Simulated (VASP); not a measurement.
# MnO2 (Pnnm) in VASP: single point with r2SCAN

Aim: the single point of MnO2 with r2SCAN.

Everything below comes from runs of VASP 6.6.1. Logs are shortened: lines on timing, memory, paths and dates and some standing lists are left out, and cuts for length are marked.

## (1) The cell of the first run

Symmetry: Pnnm, No. 58, orthorhombic system. The conventional cell has a = 4.144 Å, b = 4.392 Å, c = 2.801 Å, α = 90.00°, β = 90.00°, γ = 90.00°. Mn (site symmetry 2/m) has 6 O at 1.84 Å within 2.4 Å. O (site symmetry m) has 3 Mn at 1.84 Å and 1 O at 2.39 Å within 2.4 Å.

## (2) Single point, r2SCAN, collinear spin, antiferromagnetic start

File POSCAR:

```
MnO2
1.0
    4.3922717943     -0.0023438013     -0.0004774970
    0.0022233572      4.1441626565     -0.0006493625
    0.0003135590      0.0004178709      2.8007143156
Mn O
2 4
Direct
    0.9960380561      0.0132905907     -0.0031078630
    0.4960372335      0.5132900247      0.4968755586
    0.3247618829      0.2888780452     -0.0031180437
    0.1672920329      0.7888690569      0.4968835213
    0.6672966516      0.7377014243      0.9968837072
    0.8247631430      0.2376948581      0.4968881196
```

File INCAR.step1:

```
PREC = Accurate
ENCUT = 520
ISMEAR = -1
SIGMA = 0.0101
LREAL = False
LASPH = True
NELM = 150
ISPIN = 2
MAGMOM = 4.5 -4.5 0 0 0 0
LMAXMIX = 4
NBANDS = 38
GGA = PE
ALGO = Normal
EDIFF = 1E-4
LWAVE = True
LCHARG = False
```

File INCAR.step2:

```
PREC = Accurate
ENCUT = 520
EDIFF = 1E-7
ISMEAR = -1
SIGMA = 0.0101
LREAL = False
LASPH = True
NELM = 150
ALGO = Normal
ISIF = 2
LWAVE = False
LCHARG = False
ISPIN = 2
MAGMOM = 4.5 -4.5 0 0 0 0
LORBIT = 11
LMAXMIX = 4
METAGGA = R2SCAN
LMIXTAU = True
NBANDS = 38
ISTART = 1
```

File KPOINTS:

```
Automatic mesh
0
Gamma
  4 4 6
  0 0.5 0
```

Potentials or basis: VASP PAW PBE potentials, release 64 (Mn_pv, O).

The run is started by

```console
$ cat potpaw_PBE.64/Mn_pv/POTCAR potpaw_PBE.64/O/POTCAR > POTCAR
$ cp INCAR.step1 INCAR
$ mpirun -np 1 vasp_std > vasp.out
$ cp INCAR.step2 INCAR
$ mpirun -np 1 vasp_std > vasp.out
```

OUTCAR:

```text
PREC = Accurate
   ENCUT = 520
   EDIFF = 1E-7
   ISMEAR = -1
   LREAL = False
   LASPH = True
   NELM = 150
   ISIF = 2
   ISPIN = 2
   LORBIT = 11
   METAGGA = R2SCAN
   ISTART = 1

 ion  position               nearest neighbor table
   1  0.996  0.013  0.997-   3 1.84   5 1.84   6 1.84   4 1.84   4 1.84   6 1.84
   2  0.496  0.513  0.497-   6 1.84   4 1.84   5 1.84   3 1.84   5 1.84   3 1.84
   3  0.325  0.289  0.997-   1 1.84   2 1.84   2 1.84
   4  0.167  0.789  0.497-   2 1.84   1 1.84   1 1.84
   5  0.667  0.738  0.997-   1 1.84   2 1.84   2 1.84
   6  0.825  0.238  0.497-   2 1.84   1 1.84   1 1.84

  LATTYP: Found a simple orthorhombic cell.
 ALAT       =     2.8007143643
 B/A-ratio  =     1.4796808116
 C/A-ratio  =     1.5682686180

  Lattice vectors:

 A1 = (   0.0003135590,   0.0004178709,   2.8007143156)
 A2 = (   0.0022233572,   4.1441626565,  -0.0006493625)
 A3 = (  -4.3922717943,   0.0023438013,   0.0004774970)

Analysis of symmetry for initial positions (statically):
=====================================================================
 Subroutine PRICEL returns:
 Original cell was already a primitive cell.

 Routine SETGRP: Setting up the symmetry group for a
 simple orthorhombic supercell.

 Subroutine GETGRP returns: Found  1 space group operations
 (whereof  1 operations were pure point group operations)
 out of a pool of  8 trial point group operations.

The static configuration has the point symmetry C_1 .

Analysis of symmetry for dynamics (positions and initial velocities):
=====================================================================
 Subroutine PRICEL returns:
 Original cell was already a primitive cell.

 Routine SETGRP: Setting up the symmetry group for a
 simple orthorhombic supercell.

 Subroutine GETGRP returns: Found  1 space group operations
 (whereof  1 operations were pure point group operations)
 out of a pool of  8 trial point group operations.

The dynamic configuration has the point symmetry C_1 .

Analysis of structural, dynamic, and magnetic symmetry:
=====================================================================
 Subroutine PRICEL returns:
 Original cell was already a primitive cell.

 Routine SETGRP: Setting up the symmetry group for a
 simple orthorhombic supercell.

 Subroutine GETGRP returns: Found  1 space group operations
 (whereof  1 operations were pure point group operations)
 out of a pool of  8 trial point group operations.

The overall configuration has the point symmetry C_1 .

 Subroutine INISYM returns: Found  1 space group operations
[... 140 lines left out ...]
 NGX is ok and might be reduce to    36
   NGX = 17   NGY = 15   NGZ = 11

 number of electron      49.9999996 magnetization      -0.0000001

 Free energy of the ion-electron system (eV)
  ---------------------------------------------------
  ext. energy  EPLUGINS =         0.00000000
  ---------------------------------------------------
  free energy    TOTEN  =       -65.23952401 eV

  energy without entropy =      -65.23952401  energy(sigma->0) =      -65.23952401

 E-fermi :   6.2579     XC(G=0): -13.4323

 val. band max:        5.9342799072   @ k =   0.5000   0.3750   0.0000
 cond. band min:       6.7585063322   @ k =   0.5000   0.3750   0.0000
 fundamental gap:      0.8242264250
 Fermi energy:         6.2578995171

 spin component 1

 k-point     1 :       0.0000    0.1250   -0.0000
  band No.  band energies     occupation
      1     -46.7086      1.00000
      2     -46.6439      1.00000
      3     -46.5850      1.00000
      4     -42.9501      1.00000
      5     -42.9006      1.00000
      6     -42.8898      1.00000
[... 949 lines left out ...]
     36      21.6855      0.00000
     37      22.8761      0.00000

 [... further k-points ...]

 spin component 2

 k-point     1 :       0.0000    0.1250   -0.0000
  band No.  band energies     occupation
      1     -46.7085      1.00000
      2     -46.6440      1.00000
      3     -46.5855      1.00000
      4     -42.9502      1.00000
      5     -42.9006      1.00000
      6     -42.8896      1.00000
[... 949 lines left out ...]
     36      21.6854      0.00000
     37      22.8763      0.00000

 [... further k-points ...]

 [bands above 37 left out]

------------------------ aborting loop because EDIFF is reached ----------------------------------------

  FORCE on cell =-STRESS in cart. coord.  units (eV):
  Direction    XX          YY          ZZ          XY          YZ          ZX
  --------------------------------------------------------------------------------------
  -------------------------------------------------------------------------------------
  Total        6.7150943      6.7029239      6.9232339     -0.0041254     -0.0018488     -0.0093191
  in kB      211.0414432    210.6589541    217.5828381     -0.1296527     -0.0581026     -0.2928799
  external PRESSURE =     213.0944118 kB  Pullay stress =       0.0000000 kB

 VOLUME and BASIS-vectors are now :
 -----------------------------------------------------------------------------
  energy-cutoff  :      520.00
  volume of cell :       50.98
      direct lattice vectors                 reciprocal lattice vectors
     4.392271794 -0.002343801 -0.000477497     0.227672546 -0.000122151 -0.000025471
     0.002223357  4.144162656 -0.000649362     0.000128760  0.241303195 -0.000036017
     0.000313559  0.000417871  2.800714316     0.000038846  0.000055927  0.357051756

 POSITION                                       TOTAL-FORCE (eV/Angst)
 -----------------------------------------------------------------------------------
      4.37521      0.05316      2.79153         0.010446     -0.011728     -0.013944
      2.18003      2.12620      1.39104         0.009949     -0.018431     -0.011554
      1.42740      1.19681      2.79164        -0.017961     -0.026686      0.005803
      0.73670      3.26902      1.39104         0.007435     -0.027153      0.006671
      2.93290      3.05601      2.79119         0.006036      0.042936      0.006971
      3.62327      0.98332      1.39109        -0.015906      0.041062      0.006054
 -----------------------------------------------------------------------------------
    total drift:                                0.035393     -0.044283     -0.040641

  FREE ENERGIE OF THE ION-ELECTRON SYSTEM (eV)
  ---------------------------------------------------
  free  energy   TOTEN  =       -65.2395240063 eV

  energy  without entropy=      -65.2395240063  energy(sigma->0) =      -65.23952401

 total charge

# of ion       s       p       d       tot
------------------------------------------
    1        0.415   6.539   4.929  11.883
    2        0.415   6.539   4.929  11.883
    3        1.578   3.541   0.000   5.119
    4        1.578   3.541   0.000   5.119
    5        1.578   3.541   0.000   5.119
    6        1.578   3.541   0.000   5.119
--------------------------------------------------
tot          7.144  27.240   9.857  44.241

 magnetization (x)

# of ion       s       p       d       tot
------------------------------------------
    1        0.011   0.022   2.595   2.628
    2       -0.011  -0.022  -2.595  -2.628
    3       -0.002  -0.044   0.000  -0.046
    4        0.002   0.044   0.000   0.046
    5       -0.002  -0.044   0.000  -0.046
    6        0.002   0.044   0.000   0.046
--------------------------------------------------
tot          0.000   0.000  -0.000  -0.000
```

It took 4.1 min on 1 thread of Intel Xeon 6975P-C (Granite Rapids), shared host; peak memory 0.27 GiB.

What came out:

| Property | Result |
| --- | --- |
| Free energy | -65.2395 eV |
| Pressure | 21.3 GPa |
| Largest force | 0.044 eV/Å |
| Band gap on the k mesh | 0.82 eV, direct |
| Net moment | 0.00 μB per cell |
| Site moments | Mn +2.63, -2.63; O -0.05, +0.05 μB |
| Valence electrons inside the program's atomic spheres | Mn 11.88; O 5.12 |

Forces in eV/Å, atoms in the order of the input:
```
Mn   0.010 -0.012 -0.014
Mn   0.010 -0.018 -0.012
O   -0.018 -0.027  0.006
O    0.007 -0.027  0.007
O    0.006  0.043  0.007
O   -0.016  0.041  0.006
```

Stress tensor (GPa, compression positive):
```
21.10 -0.01 -0.03
-0.01 21.07 -0.01
-0.03 -0.01 21.76
```

Caveat: the PAW data sets were made with another functional, which shifts forces and pressure a little. A k mesh can miss the band edges.
